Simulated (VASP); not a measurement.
# CuSi16 (a cell with a defect) in VASP: single point with PBE

Aim: the single point of CuSi16 (a cell with a defect) with PBE.

All numbers are computed with VASP 6.6.1; they aren't measurements. Logs are shortened: lines on timing, memory, paths and dates and some standing lists are left out, and cuts for length are marked.

### Step 1. The cell of the first run

The cell holds a defect, 17 atoms: a = 7.679 Å, b = 7.679 Å, c = 7.679 Å, α = 60.00°, β = 60.00°, γ = 60.00°.

### Step 2. Single point, PBE

Contents of INCAR:

```
SYSTEM = CuSi16
ALGO     = Normal         ! electronic algorithm
EDIFF    = 1E-6           ! SCF threshold, eV
ENCUT    = 520            ! plane-wave cutoff, eV
GGA      = PE             ! functional
ISIF     = 2              ! what is computed and relaxed
ISMEAR   = 0              ! smearing method
LASPH    = .TRUE.         ! aspherical terms in the spheres
LCHARG   = .FALSE.        ! write CHGCAR
LREAL    = Auto         
LWAVE    = .FALSE.        ! write WAVECAR
NBANDS   = 52             ! bands
NELECT   = 74.0         
NELM     = 100            ! most SCF steps
PREC     = Accurate       ! precision mode
SIGMA    = 0.02           ! smearing width, eV
```

Contents of KPOINTS:

```
k-points
0
G
  2 2 2
  0 0 0
```

Contents of POSCAR:

```
CuSi16
1.0
    0.0000000000      5.4300000000      5.4300000000
    5.4300000000      0.0000000000      5.4300000000
    5.4300000000      5.4300000000      0.0000000000
Si Cu
16 1
Direct
    0.0012335175     -0.0057117864      0.0079138122
    0.1242257827      0.1307779006      0.1204609576
   -0.0160874770      0.0064440147      0.5089782689
    0.1169705341      0.1259055249      0.6331561694
    0.0022193370      0.5026979742      0.0074438306
    0.1305001842      0.6225731123      0.1308845304
    0.0035600368      0.4987554328      0.5048132597
    0.1188197974      0.6286527624      0.6326065378
    0.5074346225      0.0115972376     -0.0246198895
    0.6282385820      0.1249641805      0.1185146409
    0.4947622468     -0.0054136280      0.5010672192
    0.6158822284      0.1392943831      0.6045750460
    0.5030227440      0.4978146409      0.0067306630
    0.6292784530      0.6330828729      0.1180510129
    0.4978534070      0.5079659300      0.5021953959
    0.6305496317      0.6200592081      0.6319779926
    0.3587566298      0.8921050645      0.3480584715
```

Potentials or basis: VASP PAW PBE potentials, release 64 (Si, Cu).

Launch:

```
cat potpaw_PBE.64/Si/POTCAR potpaw_PBE.64/Cu/POTCAR > POTCAR
mpirun -np 1 vasp_std > vasp.out
```

OUTCAR:

```text
SYSTEM = CuSi16
   EDIFF = 1E-6
   ENCUT = 520
   GGA = PE
   ISIF = 2
   ISMEAR = 0
   LASPH = .TRUE.
   LREAL = Auto
   NELECT = 74.0
   NELM = 100
   PREC = Accurate

 ion  position               nearest neighbor table
   1  0.001  0.994  0.008-   6 2.33   2 2.33  10 2.34   4 2.35
   2  0.124  0.131  0.120-   5 2.33   1 2.33   9 2.41   3 2.44  17 2.51
   3  0.984  0.006  0.509-  12 2.31   4 2.36  17 2.36   8 2.37   2 2.44
   4  0.117  0.126  0.633-   7 2.34   1 2.35   3 2.36  11 2.37  17 2.83
   5  0.002  0.503  0.007-   6 2.33   2 2.33  14 2.34   8 2.35
   6  0.131  0.623  0.131-   5 2.33   1 2.33  13 2.34   7 2.34
   7  0.004  0.499  0.505-  16 2.34   4 2.34   8 2.34   6 2.34
   8  0.119  0.629  0.633-   7 2.34   5 2.35   3 2.37  15 2.38  17 2.75
   9  0.507  0.012  0.975-  12 2.33  17 2.34  10 2.37  14 2.38   2 2.41
  10  0.628  0.125  0.119-  13 2.34   1 2.34   9 2.37  11 2.40  17 2.74
  11  0.495  0.995  0.501-  12 2.32  16 2.35   4 2.37  10 2.40  17 2.46
  12  0.616  0.139  0.605-   3 2.31  15 2.32  11 2.32   9 2.33
  13  0.503  0.498  0.007-   6 2.34  14 2.34  10 2.34  16 2.35
  14  0.629  0.633  0.118-  13 2.34   5 2.34   9 2.38  15 2.41  17 2.67
  15  0.498  0.508  0.502-  12 2.32  16 2.35   8 2.38  14 2.41  17 2.42
  16  0.631  0.620  0.632-   7 2.34  13 2.35  15 2.35  11 2.35
  17  0.359  0.892  0.348-   9 2.34   3 2.36  15 2.42  11 2.46   2 2.51  14 2.67  10 2.74   8 2.75
                             4 2.83

  LATTYP: Found a face centered cubic cell.
 ALAT       =    10.8600000000

  Lattice vectors:

 A1 = (   0.0000000000,   5.4300000000,   5.4300000000)
 A2 = (   5.4300000000,   0.0000000000,   5.4300000000)
 A3 = (   5.4300000000,   5.4300000000,   0.0000000000)

Analysis of symmetry for initial positions (statically):
=====================================================================
 Subroutine PRICEL returns:
 Original cell was already a primitive cell.

 Routine SETGRP: Setting up the symmetry group for a
 face centered cubic supercell.

 Subroutine GETGRP returns: Found  1 space group operations
 (whereof  1 operations were pure point group operations)
 out of a pool of 48 trial point group operations.

The static configuration has the point symmetry C_1 .

Analysis of symmetry for dynamics (positions and initial velocities):
=====================================================================
 Subroutine PRICEL returns:
 Original cell was already a primitive cell.

 Routine SETGRP: Setting up the symmetry group for a
 face centered cubic supercell.

 Subroutine GETGRP returns: Found  1 space group operations
 (whereof  1 operations were pure point group operations)
 out of a pool of 48 trial point group operations.

The dynamic configuration has the point symmetry C_1 .

 Subroutine INISYM returns: Found  1 space group operations
 (whereof  1 operations are pure point group operations),
 and found     1 'primitive' translations

----------------------------------------------------------------------------------------

                                     Primitive cell

  volume of cell :     320.2060

  direct lattice vectors                    reciprocal lattice vectors
     0.000000000  5.430000000  5.430000000    -0.092081031  0.092081031  0.092081031
     5.430000000  0.000000000  5.430000000     0.092081031 -0.092081031  0.092081031
     5.430000000  5.430000000  0.000000000     0.092081031  0.092081031 -0.092081031

  length of vectors
     7.679179644  7.679179644  7.679179644     0.159489025  0.159489025  0.159489025

  position of ions in fractional coordinates (direct lattice)
     0.001233517  0.994288214  0.007913812
     0.124225783  0.130777901  0.120460958
     0.983912523  0.006444015  0.508978269
     0.116970534  0.125905525  0.633156169
     0.002219337  0.502697974  0.007443831
     0.130500184  0.622573112  0.130884530
[... 9 lines left out ...]
     0.630549632  0.620059208  0.631977993
     0.358756630  0.892105065  0.348058472

  ion indices of the primitive-cell ions
   primitive index   ion index
                 1           1
                 2           2
                 3           3
                 4           4
                 5           5
                 6           6
[... 9 lines left out ...]
                16          16
                17          17

----------------------------------------------------------------------------------------

 KPOINTS: k-points

Automatic generation of k-mesh.
 Grid dimensions read from file:
 generate k-points for:    2    2    2

 Generating k-lattice:

  Cartesian coordinates                     Fractional coordinates (reciprocal lattice)
    -0.046040516  0.046040516  0.046040516     0.500000000  0.000000000  0.000000000
     0.046040516 -0.046040516  0.046040516     0.000000000  0.500000000  0.000000000
     0.046040516  0.046040516 -0.046040516     0.000000000  0.000000000  0.500000000

  Length of vectors
     0.079744512  0.079744512  0.079744512

  Shift w.r.t. Gamma in fractional coordinates (k-lattice)
     0.000000000  0.000000000  0.000000000

 Subroutine IBZKPT returns following result:
 ===========================================

 Found      8 irreducible k-points:

 Following reciprocal coordinates:
            Coordinates               Weight
  0.000000  0.000000  0.000000      1.000000
  0.500000  0.000000  0.000000      1.000000
  0.000000  0.500000  0.000000      1.000000
  0.000000  0.000000  0.500000      1.000000
  0.500000  0.500000  0.500000      1.000000
  0.500000  0.500000  0.000000      1.000000
  0.000000  0.500000  0.500000      1.000000
  0.500000  0.000000  0.500000      1.000000
   k-points           NKPTS =      8   k-points in BZ     NKDIM =      8   number of bands    NBANDS=     52
   number of dos      NEDOS =    301   number of ions     NIONS =     17
   total plane-waves  NPLWV = 216000
   dimension x,y,z NGX =    60 NGY =   60 NGZ =   60
   dimension x,y,z NGXF=   120 NGYF=  120 NGZF=  120
   ions per type =              16   1
   NGX,Y,Z   is equivalent  to a cutoff of  12.99, 12.99, 12.99 a.u.
   NGXF,Y,Z  is equivalent  to a cutoff of  25.98, 25.98, 25.98 a.u.
 SYSTEM =  CuSi16
   PREC   = accura    normal or accurate (medium, high low for compatibility)
   ISTART =      0    job   : 0-new  1-cont  2-samecut
   ICHARG =      2    charge: 1-file 2-atom 10-const
   ISPIN  =      1    spin polarized calculation?
   LNONCOLLINEAR =      F non collinear calculations
   LSORBIT =      F    spin-orbit coupling
   LASPH  =      T    aspherical Exc in radial PAW
   ENCUT  =  520.0 eV  38.22 Ry    6.18 a.u.  14.28 14.28 14.28*2*pi/ulx,y,z
   NELM   =    100;   NELMIN=  2; NELMDL= -5     # of ELM steps
   EDIFF  = 0.1E-05   stopping-criterion for ELM
   LREAL  =      T    real-space projection
   EDIFFG = 0.1E-04   stopping-criterion for IOM
   NSW    =      0    number of steps for IOM
   IBRION =     -1    ionic relax: 0-MD 1-quasi-New 2-CG
   NFREE  =      0    steps in history (QN), initial steepest desc. (CG)
   ISIF   =      2    stress and relaxation
   ISYM   =      2    0-nonsym 1-usesym 2-fastsym
   POTIM  = 0.5000    time-step for ionic-motion
   TEBEG  =    0.0;   TEEND  =   0.0 temperature during run
   PSTRESS=    0.0 pullay stress
   NELECT =      74.0000    total number of electrons
   NUPDOWN=      -1.0000    fix difference up-down
   EMIN   =  10.00;   EMAX   =-10.00  energy-range for DOS
   EFERMI =   0.00;   METHOD = LEGACY
   ISMEAR =     0;   SIGMA  =   0.02  broadening in eV -4-tet -1-fermi 0-gaus
   EFERMI_NEDOS =   21; number of points for ismear=-14 and -15
   IALGO  =     38    algorithm
   IMIX   =      4    mixing-type and parameters
     AMIX     =   0.40;   BMIX     =  1.00
     AMIX_MAG =   1.60;   BMIX_MAG =  1.00
  volume/ion in A,a.u.               =      18.84       127.11
  Fermi-wavevector in a.u.,A,eV,Ry     =   1.004636  1.898488 13.732283  1.009294
  Thomas-Fermi vector in A             =   2.137265
   LORBIT       =      0    0 simple, 1 ext, 2 COOP (PROOUT), +10 PAW based schemes
   GGA     = PE    functional components
   LHFCALC =     F    Hartree Fock is set to
   AEXX    =    0.0000 exact exchange contribution
   IVDW    =     0    specifies the selected vdW correction
   LEPSILON=     F    determine dielectric tensor
   LRPA    =     F    only Hartree local field effects (RPA)
 non-spin polarized calculation
 Gauss-broadening in eV      SIGMA  =   0.02
  energy-cutoff  :      520.00
  volume of cell :      320.21
 maximum number of plane-waves:      8646
 NGX is ok and might be reduce to    60
   NGX = 29   NGY = 29   NGZ = 29

 number of electron      74.0000001 magnetization

 Free energy of the ion-electron system (eV)
  ---------------------------------------------------
  ext. energy  EPLUGINS =         0.00000000
  ---------------------------------------------------
  free energy    TOTEN  =       -94.20683135 eV

  energy without entropy =      -94.20683135  energy(sigma->0) =      -94.20683135

 E-fermi :   6.3628     XC(G=0):  -9.6061

 val. band max:        6.2784711155   @ k =   0.0000   0.0000   0.0000
 cond. band min:       6.4465924965   @ k =   0.0000   0.0000   0.0000
 fundamental gap:      0.1681213810
 Fermi energy:         6.3628225271

 k-point     1 :       0.0000    0.0000    0.0000
  band No.  band energies     occupation
      1      -5.8977      2.00000
      2      -3.5317      2.00000
      3      -3.5187      2.00000
      4      -3.4890      2.00000
      5      -3.4760      2.00000
      6      -2.0491      2.00000
[... 41 lines left out ...]
     48       8.4998      0.00000
     49       8.6737      0.00000

 k-point     2 :       0.5000    0.0000    0.0000
  band No.  band energies     occupation
      1      -5.2133      2.00000
      2      -4.9558      2.00000
      3      -3.3086      2.00000
      4      -3.2569      2.00000
      5      -3.1772      2.00000
      6      -3.0371      2.00000
[... 304 lines left out ...]
 k-point     8 :       0.5000    0.0000    0.5000
  band No.  band energies     occupation
      1      -4.9389      2.00000
      2      -4.7223      2.00000
      3      -3.8680      2.00000
      4      -3.7823      2.00000
      5      -3.7511      2.00000
      6      -3.7441      2.00000
[... 41 lines left out ...]
     48      10.4959      0.00000
     49      10.5410      0.00000
 [bands above 49 left out]

------------------------ aborting loop because EDIFF is reached ----------------------------------------

  FORCE on cell =-STRESS in cart. coord.  units (eV):
  Direction    XX          YY          ZZ          XY          YZ          ZX
  --------------------------------------------------------------------------------------
  -------------------------------------------------------------------------------------
  Total       -1.7914207     -1.1235984     -1.8845129     -0.4161040      0.2266387     -0.0970272
  in kB       -8.9635217     -5.6220179     -9.4293164     -2.0820111      1.1340057     -0.4854835
  external PRESSURE =      -8.0049520 kB  Pullay stress =       0.0000000 kB

 VOLUME and BASIS-vectors are now :
 -----------------------------------------------------------------------------
  energy-cutoff  :      520.00
  volume of cell :      320.21
      direct lattice vectors                 reciprocal lattice vectors
     0.000000000  5.430000000  5.430000000    -0.092081031  0.092081031  0.092081031
     5.430000000  0.000000000  5.430000000     0.092081031 -0.092081031  0.092081031
     5.430000000  5.430000000  0.000000000     0.092081031  0.092081031 -0.092081031

 POSITION                                       TOTAL-FORCE (eV/Angst)
 -----------------------------------------------------------------------------------
      5.44196      0.04967      5.40568         0.018128     -0.012607     -0.001004
      1.36423      1.32865      1.38467        -0.004927      0.005502      0.005581
      2.79874      8.10640      5.37764        -0.022096      0.011965      0.022371
      4.12171      4.07319      1.31882         0.001632      0.000173     -0.005668
      2.77007      0.05247      2.74170         0.013798     -0.007245     -0.007674
      4.09127      1.41932      4.08919         0.008791      0.002563     -0.001783
[... 9 lines left out ...]
      6.79856      6.85552      6.79081         0.006755      0.008899     -0.006915
      6.73409      3.83801      6.79218        -0.035089      0.033409      0.018191
 -----------------------------------------------------------------------------------
    total drift:                               -0.000678      0.000280      0.002395

  FREE ENERGIE OF THE ION-ELECTRON SYSTEM (eV)
  ---------------------------------------------------
  free  energy   TOTEN  =       -94.2068313453 eV

  energy  without entropy=      -94.2068313452  energy(sigma->0) =      -94.20683135
```

It took 4 min on 1 thread of Intel Xeon 6975P-C (Granite Rapids), shared host; peak memory 0.48 GiB.

What came out:

| Item | Value |
| --- | --- |
| Free energy | -94.2068 eV |
| Largest force | 0.052 eV/Å |

Forces in eV/Å, atoms in the order of the input:
```
Si   0.018 -0.013 -0.001
Si  -0.005  0.006  0.006
Si  -0.022  0.012  0.022
Si   0.002  0.000 -0.006
Si   0.014 -0.007 -0.008
Si   0.009  0.003 -0.002
Si   0.011 -0.001 -0.003
Si   0.009  0.005 -0.008
Si  -0.012 -0.030  0.012
Si  -0.008 -0.008 -0.003
Si   0.009 -0.002  0.001
Si  -0.020 -0.014  0.008
Si   0.018 -0.003 -0.011
Si   0.005  0.000  0.002
Si   0.001  0.010 -0.021
Si   0.007  0.009 -0.007
Cu  -0.035  0.033  0.018
```

Caveat: the k points lie up to 0.50 Å⁻¹ apart; the cell carries a net charge on a neutralising background, which shifts energy and pressure; the cell is charged against a uniform background, so pressure and absolute levels hang on convention.
